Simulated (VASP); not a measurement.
# C (Fm-3m) in VASP: a series of runs

C is run at these levels: PBE, HSE06; tasks: single point.

Everything below comes from runs of VASP 6.6.1. Logs are shortened: lines on timing, memory, paths and dates and some standing lists are left out, and cuts for length are marked.

## 1. The cell of the first run

The structure is cubic, space group Fm-3m (No. 225). Conventional cell: a = 3.201 Å, b = 3.201 Å, c = 3.201 Å, α = 90.00°, β = 90.00°, γ = 90.00°. C (site symmetry m-3m) has 12 C at 2.26 Å within 3.0 Å.

## 2. Single point, PBE (volume scaled by 1.12)

Input file INCAR:

```
SYSTEM = C
PREC = Accurate
ENCUT = 520
EDIFF = 1E-6
ISMEAR = -1
SIGMA = 0.1
LREAL = .FALSE.
LASPH = .TRUE.
NELM = 80
ALGO = Normal
ISIF = 2
LWAVE = .FALSE.
LCHARG = .FALSE.
GGA = PE
NBANDS = 8
```

Input file KPOINTS:

```
regular mesh
0
G
  20 20 20
  0 0 0
```

Input file POSCAR:

```
C
1.0
    0.0000000000      1.6005674996      1.6005674996
    1.6005674996      0.0000000000      1.6005674996
    1.6005674996      1.6005674996      0.0000000000
C
1
Direct
    0.0000000000      0.0000000000      0.0000000000
```

Potentials or basis: VASP PAW PBE potentials, release 64 (C).

Started as:

```sh
> cat potpaw_PBE.64/C/POTCAR > POTCAR
> mpirun -np 1 vasp_std > vasp.out
```

OUTCAR:

```text
SYSTEM = C
   PREC = Accurate
   ENCUT = 520
   EDIFF = 1E-6
   ISMEAR = -1
   LREAL = .FALSE.
   LASPH = .TRUE.
   NELM = 80
   ISIF = 2
   GGA = PE

 ion  position               nearest neighbor table
   1  0.000  0.000  0.000-

  LATTYP: Found a face centered cubic cell.
 ALAT       =     3.2011349992

  Lattice vectors:

 A1 = (   0.0000000000,   1.6005674996,   1.6005674996)
 A2 = (   1.6005674996,   0.0000000000,   1.6005674996)
 A3 = (   1.6005674996,   1.6005674996,   0.0000000000)

Analysis of symmetry for initial positions (statically):
=====================================================================
 Subroutine PRICEL returns:
 Original cell was already a primitive cell.

 Routine SETGRP: Setting up the symmetry group for a
 face centered cubic supercell.

 Subroutine GETGRP returns: Found 48 space group operations
 (whereof 48 operations were pure point group operations)
 out of a pool of 48 trial point group operations.

The static configuration has the point symmetry O_h .

Analysis of symmetry for dynamics (positions and initial velocities):
=====================================================================
 Subroutine PRICEL returns:
 Original cell was already a primitive cell.

 Routine SETGRP: Setting up the symmetry group for a
 face centered cubic supercell.

 Subroutine GETGRP returns: Found 48 space group operations
 (whereof 48 operations were pure point group operations)
 out of a pool of 48 trial point group operations.

The dynamic configuration has the point symmetry O_h .

 Subroutine INISYM returns: Found 48 space group operations
 (whereof 48 operations are pure point group operations),
 and found     1 'primitive' translations

----------------------------------------------------------------------------------------

                                     Primitive cell

  volume of cell :       8.2007

  direct lattice vectors                    reciprocal lattice vectors
     0.000000000  1.600567500  1.600567500    -0.312389200  0.312389200  0.312389200
     1.600567500  0.000000000  1.600567500     0.312389200 -0.312389200  0.312389200
     1.600567500  1.600567500  0.000000000     0.312389200  0.312389200 -0.312389200

  length of vectors
     2.263544265  2.263544265  2.263544265     0.541073965  0.541073965  0.541073965

  position of ions in fractional coordinates (direct lattice)
     0.000000000  0.000000000  0.000000000

  ion indices of the primitive-cell ions
   primitive index   ion index
                 1           1

----------------------------------------------------------------------------------------

 KPOINTS: regular mesh

Automatic generation of k-mesh.
 Grid dimensions read from file:
 generate k-points for:   20   20   20

 Generating k-lattice:

  Cartesian coordinates                     Fractional coordinates (reciprocal lattice)
    -0.015619460  0.015619460  0.015619460     0.050000000  0.000000000  0.000000000
     0.015619460 -0.015619460  0.015619460     0.000000000  0.050000000  0.000000000
     0.015619460  0.015619460 -0.015619460     0.000000000  0.000000000  0.050000000

  Length of vectors
     0.027053698  0.027053698  0.027053698

  Shift w.r.t. Gamma in fractional coordinates (k-lattice)
     0.000000000  0.000000000  0.000000000

 Subroutine IBZKPT returns following result:
 ===========================================

 Found    256 irreducible k-points:

 Following reciprocal coordinates:
            Coordinates               Weight
  0.000000  0.000000  0.000000      1.000000
  0.050000  0.000000  0.000000      8.000000
  0.100000  0.000000  0.000000      8.000000
  0.150000  0.000000  0.000000      8.000000
  0.200000  0.000000  0.000000      8.000000
  0.250000  0.000000  0.000000      8.000000
[... 16 lines left out ...]
 -0.400000  0.050000  0.000000     24.000000
 -0.350000  0.050000  0.000000     24.000000
 [... further k-points ...]
   k-points           NKPTS =    256   k-points in BZ     NKDIM =    256   number of bands    NBANDS=      8
   number of dos      NEDOS =    301   number of ions     NIONS =      1
   total plane-waves  NPLWV =   5832
   dimension x,y,z NGX =    18 NGY =   18 NGZ =   18
   dimension x,y,z NGXF=    36 NGYF=   36 NGZF=   36
   ions per type =               1
   NGX,Y,Z   is equivalent  to a cutoff of  13.22, 13.22, 13.22 a.u.
   NGXF,Y,Z  is equivalent  to a cutoff of  26.44, 26.44, 26.44 a.u.
 SYSTEM =  C
   PREC   = accura    normal or accurate (medium, high low for compatibility)
   ISTART =      0    job   : 0-new  1-cont  2-samecut
   ICHARG =      2    charge: 1-file 2-atom 10-const
   ISPIN  =      1    spin polarized calculation?
   LNONCOLLINEAR =      F non collinear calculations
   LSORBIT =      F    spin-orbit coupling
   LASPH  =      T    aspherical Exc in radial PAW
   ENCUT  =  520.0 eV  38.22 Ry    6.18 a.u.   4.21  4.21  4.21*2*pi/ulx,y,z
   NELM   =     80;   NELMIN=  2; NELMDL= -5     # of ELM steps
   EDIFF  = 0.1E-05   stopping-criterion for ELM
   LREAL  =      F    real-space projection
   EDIFFG = 0.1E-04   stopping-criterion for IOM
   NSW    =      0    number of steps for IOM
   IBRION =     -1    ionic relax: 0-MD 1-quasi-New 2-CG
   NFREE  =      0    steps in history (QN), initial steepest desc. (CG)
   ISIF   =      2    stress and relaxation
   ISYM   =      2    0-nonsym 1-usesym 2-fastsym
   POTIM  = 0.5000    time-step for ionic-motion
   TEBEG  =    0.0;   TEEND  =   0.0 temperature during run
   PSTRESS=    0.0 pullay stress
   NELECT =       4.0000    total number of electrons
   NUPDOWN=      -1.0000    fix difference up-down
   EMIN   =  10.00;   EMAX   =-10.00  energy-range for DOS
   EFERMI =   0.00;   METHOD = LEGACY
   ISMEAR =    -1;   SIGMA  =   0.10  broadening in eV -4-tet -1-fermi 0-gaus
   EFERMI_NEDOS =   21; number of points for ismear=-14 and -15
   IALGO  =     38    algorithm
   IMIX   =      4    mixing-type and parameters
     AMIX     =   0.40;   BMIX     =  1.00
     AMIX_MAG =   1.60;   BMIX_MAG =  1.00
  volume/ion in A,a.u.               =       8.20        55.34
  Fermi-wavevector in a.u.,A,eV,Ry     =   1.288677  2.435247 22.595047  1.660689
  Thomas-Fermi vector in A             =   2.420616
   LORBIT       =      0    0 simple, 1 ext, 2 COOP (PROOUT), +10 PAW based schemes
   GGA     = PE    functional components
   LHFCALC =     F    Hartree Fock is set to
   AEXX    =    0.0000 exact exchange contribution
   IVDW    =     0    specifies the selected vdW correction
   LEPSILON=     F    determine dielectric tensor
   LRPA    =     F    only Hartree local field effects (RPA)
 non-spin polarized calculation
  energy-cutoff  :      520.00
  volume of cell :        8.20
 maximum number of plane-waves:       229
 NGX is ok and might be reduce to    18
   NGX =  9   NGY =  9   NGZ =  9

 number of electron       4.0000000 magnetization

 Free energy of the ion-electron system (eV)
  ---------------------------------------------------
  ext. energy  EPLUGINS =         0.00000000
  ---------------------------------------------------
  free energy    TOTEN  =        -4.62896761 eV

  energy without entropy =       -4.61498733  energy(sigma->0) =       -4.62197747

 E-fermi :   6.1011     XC(G=0): -12.1332

 val. band max:        6.0920744335   @ k =  -0.4500   0.4000   0.1500
 cond. band min:       6.1204273359   @ k =   0.4000   0.2000   0.1000
 fundamental gap:      0.0283529023
 Fermi energy:         6.1010991977

 k-point     1 :       0.0000    0.0000    0.0000
  band No.  band energies     occupation
      1     -11.1770      2.00000
      2      13.2244      0.00000
      3      13.2244      0.00000
      4      13.2244      0.00000
      5      33.8333      0.00000
      6      34.6640      0.00000
      7      34.6640      0.00000
      8      34.6640      0.00000

 k-point     2 :       0.0500    0.0000    0.0000
  band No.  band energies     occupation
      1     -11.0851      2.00000
      2      12.9529      0.00000
      3      13.1795      0.00000
      4      13.1795      0.00000
      5      33.6962      0.00000
      6      33.8431      0.00000
      7      34.7981      0.00000
      8      34.7981      0.00000

 k-point     3 :       0.1000    0.0000    0.0000
  band No.  band energies     occupation
      1     -10.8095      2.00000
      2      12.1580      0.00000
      3      13.0528      0.00000
      4      13.0528      0.00000
      5      32.1906      0.00000
      6      33.8447      0.00000
      7      35.1395      0.00000
      8      35.1395      0.00000

 k-point     4 :       0.1500    0.0000    0.0000
  band No.  band energies     occupation
      1     -10.3513      2.00000
      2      10.9053      0.00000
      3      12.8631      0.00000
      4      12.8631      0.00000
      5      30.9400      0.00000
      6      33.8364      0.00000
      7      35.4701      0.00000
      8      35.4701      0.00000

 k-point     5 :       0.2000    0.0000    0.0000
  band No.  band energies     occupation
      1      -9.7121      2.00000
      2       9.2985      0.00000
      3      12.6372      0.00000
      4      12.6372      0.00000
      5      30.0471      0.00000
      6      33.7906      0.00000
      7      35.4209      0.00000
      8      35.4209      0.00000

 k-point     6 :       0.2500    0.0000    0.0000
  band No.  band energies     occupation
      1      -8.8944      2.00000
      2       7.4586      0.00000
      3      12.4021      0.00000
      4      12.4021      0.00000
      5      29.4659      0.00000
      6      33.6868      0.00000
      7      34.8690      0.00000
      8      34.8690      0.00000

 k-point     7 :       0.3000    0.0000    0.0000
  band No.  band energies     occupation
      1      -7.9023      2.00000
      2       5.4984      1.99518
      3      12.1813      0.00000
      4      12.1813      0.00000
      5      29.1188      0.00000
      6      33.5174      0.00000
      7      34.0989      0.00000
      8      34.0989      0.00000

 k-point     8 :       0.3500    0.0000    0.0000
  band No.  band energies     occupation
      1      -6.7428      2.00000
      2       3.5102      2.00000
      3      11.9928      0.00000
      4      11.9928      0.00000
      5      28.9325      0.00000
      6      33.3026      0.00000
      7      33.3675      0.00000
      8      33.3675      0.00000

 k-point     9 :       0.4000    0.0000    0.0000
  band No.  band energies     occupation
      1      -5.4298      2.00000
      2       1.5679      2.00000
      3      11.8501      0.00000
      4      11.8501      0.00000
      5      28.8470      0.00000
      6      32.7968      0.00000
      7      32.7968      0.00000
      8      33.0923      0.00000

 k-point    10 :       0.4500    0.0000    0.0000
  band No.  band energies     occupation
      1      -4.0092      2.00000
      2      -0.2441      2.00000
      3      11.7614      0.00000
      4      11.7614      0.00000
      5      28.8161      0.00000
      6      32.4395      0.00000
      7      32.4395      0.00000
      8      32.9413      0.00000
[... 78 lines left out ...]
 k-point    18 :       0.3500    0.0500    0.0000
  band No.  band energies     occupation
      1      -7.0683      2.00000
      2       4.2321      2.00000
      3      11.7189      0.00000
      4      12.0565      0.00000
      5      28.9883      0.00000
      6      31.5046      0.00000
      7      34.0680      0.00000
      8      34.9175      0.00000

 k-point    19 :       0.4000    0.0500    0.0000
  band No.  band energies     occupation
      1      -5.8053      2.00000
      2       2.2738      2.00000
      3      11.6176      0.00000
      4      11.8258      0.00000
      5      28.9285      0.00000
      6      30.9596      0.00000
      7      33.3961      0.00000
      8      34.7778      0.00000

 k-point    20 :       0.4500    0.0500    0.0000
  band No.  band energies     occupation
      1      -4.4120      2.00000
      2       0.4098      2.00000
      3      11.5838      0.00000
      4      11.6341      0.00000
      5      28.9314      0.00000
      6      30.5967      0.00000
      7      32.8937      0.00000
      8      34.6725      0.00000

 k-point    21 :       0.5000    0.0500    0.0000
  band No.  band energies     occupation
      1      -3.0789      2.00000
      2      -1.1422      2.00000
      3      11.4942      0.00000
      4      11.6176      0.00000
      5      28.9582      0.00000
      6      30.4492      0.00000
      7      32.6042      0.00000
      8      34.6266      0.00000

 k-point    22 :      -0.4500    0.0500    0.0000
  band No.  band energies     occupation
      1      -3.4733      2.00000
      2      -0.7035      2.00000
      3      11.4154      0.00000
      4      11.7158      0.00000
      5      28.9780      0.00000
      6      30.5407      0.00000
      7      32.5497      0.00000
      8      34.6555      0.00000

 k-point    23 :      -0.4000    0.0500    0.0000
  band No.  band energies     occupation
      1      -4.8871      2.00000
      2       1.0153      2.00000
      3      11.4035      0.00000
      4      11.8707      0.00000
      5      28.9888      0.00000
      6      30.8670      0.00000
      7      32.7390      0.00000
      8      34.7498      0.00000

 k-point    24 :      -0.3500    0.0500    0.0000
  band No.  band energies     occupation
      1      -6.2429      2.00000
      2       2.9209      2.00000
      3      11.4611      0.00000
      4      12.0719      0.00000
      5      29.0220      0.00000
      6      31.3893      0.00000
      7      33.1688      0.00000
      8      34.8831      0.00000

 [... further k-points ...]
[... 5 lines left out ...]
  --------------------------------------------------------------------------------------
  -------------------------------------------------------------------------------------
  Total       -0.7140145     -0.7140145     -0.7140145     -0.0000000     -0.0000000     -0.0000000
  in kB     -139.4972550   -139.4972550   -139.4972550     -0.0000000     -0.0000000     -0.0000000
  external PRESSURE =    -139.4972550 kB  Pullay stress =       0.0000000 kB

 VOLUME and BASIS-vectors are now :
 -----------------------------------------------------------------------------
  energy-cutoff  :      520.00
  volume of cell :        8.20
      direct lattice vectors                 reciprocal lattice vectors
     0.000000000  1.600567500  1.600567500    -0.312389200  0.312389200  0.312389200
     1.600567500  0.000000000  1.600567500     0.312389200 -0.312389200  0.312389200
     1.600567500  1.600567500  0.000000000     0.312389200  0.312389200 -0.312389200

 POSITION                                       TOTAL-FORCE (eV/Angst)
 -----------------------------------------------------------------------------------
      0.00000      0.00000      0.00000        -0.000000     -0.000000     -0.000000
 -----------------------------------------------------------------------------------
    total drift:                                0.000000     -0.000000      0.000000

  FREE ENERGIE OF THE ION-ELECTRON SYSTEM (eV)
  ---------------------------------------------------
  free  energy   TOTEN  =        -4.6289676094 eV

  energy  without entropy=       -4.6149873277  energy(sigma->0) =       -4.62197747
```

It took 9.8 s on 1 thread of Intel Xeon Platinum 8259CL at 2.50GHz (Skylake/Cascade Lake), shared host; peak memory 0.12 GiB.

Results:

```
Free energy            : -4.6290 eV
Pressure               : -13.9 GPa
Band gap on the k mesh : zero (band 2 reaches 13.22 eV, above the bottom of band 3 at 3.20 eV)
```

Levels at points of the mesh, in eV from the Fermi level:
```tsv
k point	band 1	band 2	band 3	band 4	band 5	band 6	band 7
(0.00, 0.00, 0.00)	-17.28	7.12	7.12	7.12	27.73	28.56	28.56
(0.50, 0.00, 0.00)	-9.07	-7.52	5.63	5.63	22.71	26.22	26.22
(0.50, 0.50, 0.00)	-5.85	-5.69	2.15	2.15	14.05	15.93	34.16
```

Caveat: the cell differs from its parent crystal (volume scaled by 1.12).

## 3. Single point, PBE

This run uses another cell than the first one, of 7.32 Å³/atom, 0.893 times its volume.

Input file INCAR:

```
PREC = Accurate ; ENCUT = 520
EDIFF = 1E-6 ; ISMEAR = -1
SIGMA = 0.1 ; LREAL = F
LASPH = T ; NELM = 80
ALGO = Normal ; ISIF = 2
LWAVE = F ; LCHARG = F
GGA = PE ; NBANDS = 8
```

Input file KPOINTS:

```
regular mesh
0
Gamma
  29 29 29
```

Input file POSCAR:

```
C
1.0
    0.0000000000      1.5412318899      1.5412318899
    1.5412318899      0.0000000000      1.5412318899
    1.5412318899      1.5412318899      0.0000000000
C
1
Direct
    0.0000000000      0.0000000000      0.0000000000
```

Potentials or basis: VASP PAW PBE potentials, release 64 (C).

Started as:

```sh
> cat potpaw_PBE.64/C/POTCAR > POTCAR
> mpirun -np 1 vasp_std > vasp.out
```

Wall time 11 s (1 thread of Intel Xeon Platinum 8259CL at 2.50GHz (Skylake/Cascade Lake), shared host); peak memory 0.14 GiB.

It converged, with:

- Free energy: -4.6701 eV
- Pressure: 0.0 GPa
- Band gap on the k mesh: zero (band 2 reaches 15.53 eV, above the bottom of band 3 at 4.33 eV)

Levels at points of the mesh, in eV from the Fermi level:
```
           k point  band 1  band 2  band 3  band 4  band 5  band 6  band 7
(0.00, 0.00, 0.00)  -18.73    7.94    7.94    7.94   29.97   29.97   29.97
```

## 4. Single point, PBE

This run uses another cell than the first one, of 7.32 Å³/atom, 0.893 times its volume.

Input file INCAR:

```
PREC = Accurate
ENCUT = 520
EDIFF = 1E-7
ISMEAR = -1
SIGMA = 0.1
LREAL = F
LASPH = T
NELM = 60
ALGO = Normal
ISIF = 2
LWAVE = F
LCHARG = F
GGA = PE
NBANDS = 8
```

Input file KPOINTS:

```
regular mesh
0
Gamma
  9 9 9
```

Input file POSCAR:

```
C
1.0
    0.0000000000      1.5412318893      1.5412318893
    1.5412318893      0.0000000000      1.5412318893
    1.5412318893      1.5412318893      0.0000000000
C
1
Direct
    0.0000000000      0.0000000000      0.0000000000
```

Started as:

```sh
> cat potpaw_PBE.64/C/POTCAR > POTCAR
> mpirun -np 1 vasp_std > vasp.out
```

Run time: 3.6 s. Hardware: 1 thread of AMD EPYC 7R43 (Zen 3), shared host; peak memory 0.07 GiB.

The run converged. Its results:

| Item | Value |
| --- | --- |
| Free energy | -4.6794 eV |
| Pressure | 0.9 GPa |
| Band gap on the k mesh | zero (band 2 reaches 15.53 eV, above the bottom of band 3 at 4.74 eV) |

Levels at points of the mesh, in eV from the Fermi level:
```
           k point  band 1  band 2  band 3  band 4  band 5  band 6  band 7
(0.00, 0.00, 0.00)  -18.98    7.69    7.69    7.69   29.72   29.72   29.72
```

Caveat: the k points lie up to 0.39 Å⁻¹ apart.

## 5. Single point, HSE06

This run uses another cell than the first one, of 7.32 Å³/atom, 0.893 times its volume.

POSCAR is that of step 4.

Input file INCAR.step1:

```
PREC = Accurate
ENCUT = 520
EDIFF = 1E-5
ISMEAR = -1
SIGMA = 0.1
LREAL = F
LASPH = T
NELM = 100
ALGO = Normal
ISIF = 2
LWAVE = T
LCHARG = F
GGA = PE
NBANDS = 8
```

Input file INCAR.step2:

```
PREC = Accurate
ENCUT = 520
EDIFF = 1E-6
ISMEAR = -1
SIGMA = 0.1
LREAL = F
LASPH = T
NELM = 100
ALGO = Normal
ISIF = 2
LWAVE = F
LCHARG = F
GGA = PE
LHFCALC = T
HFSCREEN = 0.2079
PRECFOCK = Normal
ISTART = 1
NBANDS = 8
```

Input file KPOINTS:

```
Automatic mesh
0
Gamma
  9 9 9
```

Started as:

```sh
> cat potpaw_PBE.64/C/POTCAR > POTCAR
> cp INCAR.step1 INCAR
> mpirun -np 1 vasp_std > vasp.out
> cp INCAR.step2 INCAR
> mpirun -np 1 vasp_std > vasp.out
```

Wall time 12 min (1 thread of AMD EPYC 7R43 (Zen 3), shared host); peak memory 0.17 GiB.

The run converged. Its results:

```
Free energy            : -5.6106 eV
Pressure               : -3.5 GPa
Band gap on the k mesh : zero (band 2 reaches 17.02 eV, above the bottom of band 3 at 4.26 eV)
```

Levels at points of the mesh, in eV from the Fermi level:
```csv
k point,band 1,band 2,band 3,band 4,band 5,band 6
"(0.00, 0.00, 0.00)",-21.65,8.97,8.97,8.97,30.81,30.81
```

Caveat: the k points lie up to 0.39 Å⁻¹ apart; the PAW data sets were made with another functional, which shifts forces and pressure a little.

## 6. Summary

| level | cell | k mesh | grid for exact exchange (PRECFOCK) | screening parameter | gap on the mesh (eV) | pressure (GPa) |
| --- | --- | --- | --- | --- | --- | --- |
| PBE | a = 2.264 Å, angles 60.0°, 1 atom | 20 × 20 × 20 | - | - | none | -13.9 |
| PBE | a = 2.180 Å, angles 60.0°, 1 atom | 29 × 29 × 29 | - | - | none | 0.0 |
| PBE | a = 2.180 Å, angles 60.0°, 1 atom | 9 × 9 × 9 | - | - | none | 0.9 |
| HSE06 | a = 2.180 Å, angles 60.0°, 1 atom | 9 × 9 × 9 | Normal | 0.2079 1/Å | none | -3.5 |

Alike in all rows: task single point; potentials or basis VASP PAW PBE potentials, release 64 (C); no spin polarisation; cutoff (eV) 520; smearing fermi-dirac 0.1 eV.

Caveats: some runs use coarse meshes; the PAW data sets were made with another functional, which shifts forces and pressure a little (some runs).

Absolute energies hang on the potentials; compare differences alone.
